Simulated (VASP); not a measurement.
Wanted: the native input for a VASP 6.6.1 run.

```yaml
Task: single point
Functional: PBEsol
Potentials_or_basis: VASP PAW PBE potentials, release 64 (Hf_pv)
Cutoff: 520 eV
k_mesh: 6 × 6 × 6
Occupations: methfessel-paxton, width 0.15 eV
Spin: no spin polarisation
Dipole_correction: no
Further_INCAR_settings: ALGO = Normal; EDIFF = 1e-06; NBANDS = 11
```

The structure of Hf lies in POSCAR:

```
Hf
1.0
    4.1779540000      0.0000000000      0.0000000000
    0.0000000000      4.1779540000      0.0000000000
    0.0000000000      0.0000000000      4.1779540000
Hf
1
Direct
    0.0000000000      0.0000000000      0.0000000000
```

One way to write it, as run:

INCAR

```
ALGO = Normal
EDIFF = 1E-6
ENCUT = 520
GGA = PS
ISIF = 2
ISMEAR = 1
LASPH = True
LCHARG = True
LELF = True
LREAL = False
LVHAR = True
LWAVE = False
NBANDS = 11
NELM = 100
PREC = Accurate
SIGMA = 0.15
```

KPOINTS

```
k-points
0
Gamma
  6 6 6
```

Potentials or basis: VASP PAW PBE potentials, release 64 (Hf_pv).

Launch:

```bash
$ cat potpaw_PBE.64/Hf_pv/POTCAR > POTCAR
$ mpirun -np 1 vasp_std > vasp.out
```

It gave:

```json
{
 "Pressure": "-9.3 GPa",
 "Band gap on the k mesh": "zero (band 5 reaches -0.50 eV, above the bottom of band 6 at -1.11 eV)"
}
```

Caveat: the PAW data sets were made with another functional, which shifts forces and pressure a little; spin-orbit coupling is left out, which moves the levels of the heavy elements.

Run time: 9.1 s on 1 thread of Intel(R) Xeon(R) Platinum 8375C CPU @ 2.90GHz (Ice Lake) (shared host), peak memory 0.18 GiB.
